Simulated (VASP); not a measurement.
# Lu (Fm-3m) in VASP: relaxation of cell and atoms with PBE

Aim: the relaxation of cell and atoms of Lu with PBE.

Program: VASP 6.6.1. These are calculated values, not measurements. Logs are shortened: lines on timing, memory, paths and dates and some standing lists are left out, and cuts for length are marked.

**1. The cell of the first run**

The structure is cubic, space group Fm-3m (No. 225). The conventional cell has a = 4.855 Å, b = 4.855 Å, c = 4.855 Å, α = 90.00°, β = 90.00°, γ = 90.00°. Within 4.5 Å of Lu (site symmetry m-3m) lie 12 Lu at 3.43 Å.

The cell was generated, and may not be a known phase.

**2. Relaxation of cell and atoms, PBE**

INCAR reads:

```
ALGO     = Fast           # electronic algorithm
EDIFF    = 1E-7           # SCF threshold, eV
EDIFFG   = -0.01          # ionic threshold
ENCUT    = 600            # plane-wave cutoff, eV
GGA      = PE             # functional
IBRION   = 2              # ionic algorithm
ISIF     = 3              # what is computed and relaxed
ISMEAR   = 0              # smearing method
LASPH    = T              # aspherical terms in the spheres
LCHARG   = F              # write CHGCAR
LREAL    = F              # projectors in reciprocal space
LWAVE    = F              # write WAVECAR
NELM     = 60             # most SCF steps
NSW      = 100            # ionic steps
PREC     = Accurate       # precision mode
SIGMA    = 0.1            # smearing width, eV
```

KPOINTS reads:

```
k-points
0
Gamma
  20 20 20
```

POSCAR reads:

```
Lu
1.0
    0.0000000000      2.4276869816      2.4276869816
    2.4276869816      0.0000000000      2.4276869816
    2.4276869816      2.4276869816      0.0000000000
Lu
1
Direct
    0.0000000000      0.0000000000      0.0000000000
```

Potentials or basis: VASP PAW PBE potentials, release 64 (Lu).

On the command line:

```sh
cat potpaw_PBE.64/Lu/POTCAR > POTCAR
mpirun -np 1 vasp_std > vasp.out
```

OUTCAR:

```text
EDIFF = 1E-7
   EDIFFG = -0.01
   ENCUT = 600
   GGA = PE
   IBRION = 2
   ISIF = 3
   ISMEAR = 0
   LASPH = T
   LREAL = F
   NELM = 60
   NSW = 100
   PREC = Accurate

 ion  position               nearest neighbor table
   1  0.000  0.000  0.000-

  LATTYP: Found a face centered cubic cell.
 ALAT       =     4.8553739632

  Lattice vectors:

 A1 = (   0.0000000000,   2.4276869816,   2.4276869816)
 A2 = (   2.4276869816,   0.0000000000,   2.4276869816)
 A3 = (   2.4276869816,   2.4276869816,   0.0000000000)

Analysis of symmetry for initial positions (statically):
=====================================================================
 Subroutine PRICEL returns:
 Original cell was already a primitive cell.

 Routine SETGRP: Setting up the symmetry group for a
 face centered cubic supercell.

 Subroutine GETGRP returns: Found 48 space group operations
 (whereof 48 operations were pure point group operations)
 out of a pool of 48 trial point group operations.

The static configuration has the point symmetry O_h .

Analysis of symmetry for dynamics (positions and initial velocities):
=====================================================================
 Subroutine PRICEL returns:
 Original cell was already a primitive cell.

 Routine SETGRP: Setting up the symmetry group for a
 face centered cubic supercell.

 Subroutine GETGRP returns: Found 48 space group operations
 (whereof 48 operations were pure point group operations)
 out of a pool of 48 trial point group operations.

The dynamic configuration has the point symmetry O_h .

 Subroutine INISYM returns: Found 48 space group operations
 (whereof 48 operations are pure point group operations),
 and found     1 'primitive' translations

----------------------------------------------------------------------------------------

                                     Primitive cell

  volume of cell :      28.6159

  direct lattice vectors                    reciprocal lattice vectors
     0.000000000  2.427686982  2.427686982    -0.205957359  0.205957359  0.205957359
     2.427686982  0.000000000  2.427686982     0.205957359 -0.205957359  0.205957359
     2.427686982  2.427686982  0.000000000     0.205957359  0.205957359 -0.205957359

  length of vectors
     3.433267855  3.433267855  3.433267855     0.356728611  0.356728611  0.356728611

  position of ions in fractional coordinates (direct lattice)
     0.000000000  0.000000000  0.000000000

  ion indices of the primitive-cell ions
   primitive index   ion index
                 1           1

----------------------------------------------------------------------------------------

 KPOINTS: k-points

Automatic generation of k-mesh.
 Grid dimensions read from file:
 generate k-points for:   20   20   20

 Generating k-lattice:

  Cartesian coordinates                     Fractional coordinates (reciprocal lattice)
    -0.010297868  0.010297868  0.010297868     0.050000000  0.000000000  0.000000000
     0.010297868 -0.010297868  0.010297868     0.000000000  0.050000000  0.000000000
     0.010297868  0.010297868 -0.010297868     0.000000000  0.000000000  0.050000000

  Length of vectors
     0.017836431  0.017836431  0.017836431

  Shift w.r.t. Gamma in fractional coordinates (k-lattice)
     0.000000000  0.000000000  0.000000000

 Subroutine IBZKPT returns following result:
 ===========================================

 Found    256 irreducible k-points:

 Following reciprocal coordinates:
            Coordinates               Weight
  0.000000  0.000000  0.000000      1.000000
  0.050000  0.000000  0.000000      8.000000
  0.100000  0.000000  0.000000      8.000000
  0.150000  0.000000  0.000000      8.000000
  0.200000  0.000000  0.000000      8.000000
  0.250000  0.000000  0.000000      8.000000
[... 16 lines left out ...]
 -0.400000  0.050000  0.000000     24.000000
 -0.350000  0.050000  0.000000     24.000000
 [... further k-points ...]
   k-points           NKPTS =    256   k-points in BZ     NKDIM =    256   number of bands    NBANDS=     16
   number of dos      NEDOS =    301   number of ions     NIONS =      1
   total plane-waves  NPLWV =  21952
   dimension x,y,z NGX =    28 NGY =   28 NGZ =   28
   dimension x,y,z NGXF=    56 NGYF=   56 NGZF=   56
   ions per type =               1
   NGX,Y,Z   is equivalent  to a cutoff of  13.56, 13.56, 13.56 a.u.
   NGXF,Y,Z  is equivalent  to a cutoff of  27.12, 27.12, 27.12 a.u.
 SYSTEM =  unknown system
   PREC   = accura    normal or accurate (medium, high low for compatibility)
   ISTART =      0    job   : 0-new  1-cont  2-samecut
   ICHARG =      2    charge: 1-file 2-atom 10-const
   ISPIN  =      1    spin polarized calculation?
   LNONCOLLINEAR =      F non collinear calculations
   LSORBIT =      F    spin-orbit coupling
   LASPH  =      T    aspherical Exc in radial PAW
   ENCUT  =  600.0 eV  44.10 Ry    6.64 a.u.   6.86  6.86  6.86*2*pi/ulx,y,z
   NELM   =     60;   NELMIN=  2; NELMDL= -5     # of ELM steps
   EDIFF  = 0.1E-06   stopping-criterion for ELM
   LREAL  =      F    real-space projection
   EDIFFG = -.1E-01   stopping-criterion for IOM
   NSW    =    100    number of steps for IOM
   IBRION =      2    ionic relax: 0-MD 1-quasi-New 2-CG
   NFREE  =      1    steps in history (QN), initial steepest desc. (CG)
   ISIF   =      3    stress and relaxation
   ISYM   =      2    0-nonsym 1-usesym 2-fastsym
   POTIM  = 0.5000    time-step for ionic-motion
   TEBEG  =    0.0;   TEEND  =   0.0 temperature during run
   PSTRESS=    0.0 pullay stress
   NELECT =      25.0000    total number of electrons
   NUPDOWN=      -1.0000    fix difference up-down
   EMIN   =  10.00;   EMAX   =-10.00  energy-range for DOS
   EFERMI =   0.00;   METHOD = LEGACY
   ISMEAR =     0;   SIGMA  =   0.10  broadening in eV -4-tet -1-fermi 0-gaus
   EFERMI_NEDOS =   21; number of points for ismear=-14 and -15
   IALGO  =     68    algorithm
   IMIX   =      4    mixing-type and parameters
     AMIX     =   0.40;   BMIX     =  1.00
     AMIX_MAG =   1.60;   BMIX_MAG =  1.00
  volume/ion in A,a.u.               =      28.62       193.11
  Fermi-wavevector in a.u.,A,eV,Ry     =   1.565016  2.957452 33.324415  2.449275
  Thomas-Fermi vector in A             =   2.667555
   LORBIT       =      0    0 simple, 1 ext, 2 COOP (PROOUT), +10 PAW based schemes
   GGA     = PE    functional components
   LHFCALC =     F    Hartree Fock is set to
   AEXX    =    0.0000 exact exchange contribution
   IVDW    =     0    specifies the selected vdW correction
   LEPSILON=     F    determine dielectric tensor
   LRPA    =     F    only Hartree local field effects (RPA)
 conjugate gradient relaxation of ions
 non-spin polarized calculation
 RMM-DIIS sequential band-by-band and
 Gauss-broadening in eV      SIGMA  =   0.10
  energy-cutoff  :      600.00
  volume of cell :       28.62
 maximum number of plane-waves:       982
   NGX = 13   NGY = 13   NGZ = 13

--------------------------------------- Ionic step        1  -------------------------------------------

 number of electron      25.0000005 magnetization

 Free energy of the ion-electron system (eV)
  ---------------------------------------------------
  ext. energy  EPLUGINS =         0.00000000
  ---------------------------------------------------
  free energy    TOTEN  =        -4.48189963 eV

  energy without entropy =       -4.47430915  energy(sigma->0) =       -4.47810439

------------------------ aborting loop because EDIFF is reached ----------------------------------------

  FORCE on cell =-STRESS in cart. coord.  units (eV):
  Direction    XX          YY          ZZ          XY          YZ          ZX
  --------------------------------------------------------------------------------------
  -------------------------------------------------------------------------------------
  Total       -0.0142132     -0.0142132     -0.0142132      0.0000000     -0.0000000     -0.0000000
  in kB       -0.7957808     -0.7957808     -0.7957808      0.0000000     -0.0000000     -0.0000000
  external PRESSURE =      -0.7957808 kB  Pullay stress =       0.0000000 kB
[... 86 lines left out ...]
  FREE ENERGIE OF THE ION-ELECTRON SYSTEM (eV)
  ---------------------------------------------------
  free  energy   TOTEN  =        -4.4818555012 eV

  energy  without entropy=       -4.4742729864  energy(sigma->0) =       -4.47806424

[... ionic steps 4 to 23 ...]

--------------------------------------- Ionic step       24  -------------------------------------------

 number of electron      25.0000004 magnetization

------------------------ aborting loop because EDIFF is reached ----------------------------------------

  FORCE on cell =-STRESS in cart. coord.  units (eV):
  Direction    XX          YY          ZZ          XY          YZ          ZX
  --------------------------------------------------------------------------------------
  -------------------------------------------------------------------------------------
  Total        0.0172800      0.0172800      0.0172800     -0.0000000     -0.0000000      0.0000000
  in kB        0.9558033      0.9558033      0.9558033     -0.0000000     -0.0000000      0.0000000
  external PRESSURE =       0.9558033 kB  Pullay stress =       0.0000000 kB
[... 55 lines left out ...]
  energy  without entropy=       -4.4748997619  energy(sigma->0) =       -4.47883735

--------------------------------------- Ionic step       26  -------------------------------------------

 number of electron      25.0000004 magnetization

 Free energy of the ion-electron system (eV)
  ---------------------------------------------------
  ext. energy  EPLUGINS =         0.00000000
  ---------------------------------------------------
  free energy    TOTEN  =        -4.48278304 eV

  energy without entropy =       -4.47488561  energy(sigma->0) =       -4.47883433

 E-fermi :   2.2902     XC(G=0): -10.6765

 val. band max:        2.2754676203   @ k =   0.3000   0.3000   0.0000
 cond. band min:       2.2925940085   @ k =  -0.3000   0.3000   0.0000
 fundamental gap:      0.0171263882
 Fermi energy:         2.2901890503

 k-point     1 :       0.0000    0.0000    0.0000
  band No.  band energies     occupation
      1     -53.9299      2.00000
      2     -24.3525      2.00000
      3     -24.3525      2.00000
      4     -24.3525      2.00000
      5      -3.7950      2.00000
      6      -2.7384      2.00000
[... 8 lines left out ...]
     15       4.5389      0.00000
     16       6.9258      0.00000
[... 420 lines left out ...]
  band No.  band energies     occupation
      1     -53.9047      2.00000
      2     -24.7700      2.00000
      3     -24.4225      2.00000
      4     -24.4059      2.00000
      5      -2.7195      2.00000
      6      -2.6843      2.00000
[... 8 lines left out ...]
     15       4.5670      0.00000
     16       7.6030      0.00000

 [... further k-points ...]
[... 5 lines left out ...]
  --------------------------------------------------------------------------------------
  -------------------------------------------------------------------------------------
  Total       -0.0018586     -0.0018586     -0.0018586      0.0000000      0.0000000      0.0000000
  in kB       -0.1025436     -0.1025436     -0.1025436      0.0000000      0.0000000      0.0000000
  external PRESSURE =      -0.1025436 kB  Pullay stress =       0.0000000 kB
[... 16 lines left out ...]
  FREE ENERGIE OF THE ION-ELECTRON SYSTEM (eV)
  ---------------------------------------------------
  free  energy   TOTEN  =        -4.4827830411 eV

  energy  without entropy=       -4.4748856136  energy(sigma->0) =       -4.47883433

 reached required accuracy - stopping structural energy minimisation
```

Wall time 44 min (1 thread of Intel Xeon 6975P-C (Granite Rapids), shared host); peak memory 0.37 GiB.

What came out:

```yaml
Free_energy: -4.4828 eV
Relaxed_volume: 29.04 Å³/atom
Relaxed_cell: a = 3.450 Å, b = 3.450 Å, c = 3.450 Å, α = 60.00°, β = 60.00°, γ = 60.00°
Space_group_after_relaxing_to_0.1_Å: Fm-3m (No. 225)
Energy_gained_by_relaxing: 0.9 meV/atom
Ionic_steps: 26
Pressure_after_relaxing: 0.0 GPa
Band_gap_on_the_k_mesh: zero (an odd number of electrons rules out a gap without spin polarisation)
```

The path:
```
step  energy change (eV)  largest force (eV/Å)  pressure (GPa)  volume (Å³)
   1              0.0000                0.0000           -0.08        28.62
   2              0.0003                0.0000            0.35        28.56
   3              0.0000                0.0000            0.75        28.61
   4              0.0000                0.0000            0.95        28.61
   5              0.0000                0.0000            0.74        28.62
   6              0.0000                0.0000            0.75        28.62
   7              0.0000                0.0000            0.66        28.62
   8              0.0000                0.0000            0.66        28.62
   9              0.0000                0.0000            0.66        28.62
  10              0.0000                0.0000            0.66        28.62
  11              0.0000                0.0000            0.66        28.62
  12              0.0000                0.0000            0.76        28.62
  13             -0.0001                0.0000            1.16        28.64
  14             -0.0002                0.0000            0.64        28.67
  15             -0.0004                0.0000            0.51        28.74
  16             -0.0007                0.0000            0.30        28.88
  17             -0.0008                0.0000            0.10        29.15
  18              0.0010                0.0000           -0.77        29.71
  19             -0.0008                0.0000           -0.26        29.22
  20             -0.0008                0.0000           -0.12        29.17
  21             -0.0008                0.0000           -0.16        29.15
  22             -0.0009                0.0000           -0.12        29.12
  23             -0.0009                0.0000           -0.14        29.07
  24             -0.0009                0.0000            0.10        28.97
  25             -0.0009                0.0000            0.12        29.01
  26             -0.0009                0.0000           -0.01        29.04
```

Final structure:
```yaml
crystal:
  lattice:
    - [0.00000, 2.43960, 2.43960]
    - [2.43960, 0.00000, 2.43960]
    - [2.43960, 2.43960, 0.00000]
  atoms:
    - { symbol: Lu, position: [0.00000, 0.00000, 0.00000] }
```

Caveat: spin-orbit coupling is left out, which moves the levels of the heavy elements.
